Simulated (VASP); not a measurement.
Wanted: the native input for a VASP 6.6.1 run.

| Property | Result |
| --- | --- |
| Task | single point |
| Functional | LDA |
| Potentials or basis | VASP PAW LDA potentials, release 64 (Li_sv, F) |
| Cutoff | 520 eV |
| k mesh | 9 × 9 × 6 |
| Occupations | gaussian, width 0.05 eV |
| Spin | no spin polarisation |
| Dipole correction | no |
| Further INCAR settings | ALGO = Normal; EDIFF = 1e-06; NBANDS = 18 |

The structure of LiF lies in POSCAR:

```
LiF
1.0
    2.8948688574      0.0000000000      0.0000000000
   -1.4474344287      2.5070299711      0.0000000000
    0.0000000000      0.0000000000      4.4511054328
Li F
2 2
Direct
    0.3333333333      0.6666666667      0.3839784076
    0.6666666667      0.3333333333      0.8839784076
    0.3333333333      0.6666666667      0.9910195924
    0.6666666667      0.3333333333      0.4910195924
```

The input as run:

INCAR

```
SYSTEM = LiF
ALGO = Normal
EDIFF = 1E-6
ENCUT = 520
GGA = CA
ISIF = 2
ISMEAR = 0
LASPH = .True.
LCHARG = .False.
LREAL = .False.
LWAVE = .False.
NBANDS = 18
NELM = 60
PREC = Accurate
SIGMA = 0.05
```

KPOINTS

```
k-points
0
Gamma
  9 9 6
  0 0 0
```

Potentials or basis: VASP PAW LDA potentials, release 64 (Li_sv, F).

Launch:

```sh
$ cat potpaw_LDA.64/Li_sv/POTCAR potpaw_LDA.64/F/POTCAR > POTCAR
$ mpirun -np 1 vasp_std > vasp.out
```

Results of the run:

* Largest force: 0.045 eV/Å
* Band gap on the k mesh: 8.64 eV

Run time: 16 s on 1 thread of Intel(R) Xeon(R) Platinum 8259CL CPU @ 2.50GHz (Skylake/Cascade Lake) (shared host), peak memory 0.14 GiB.
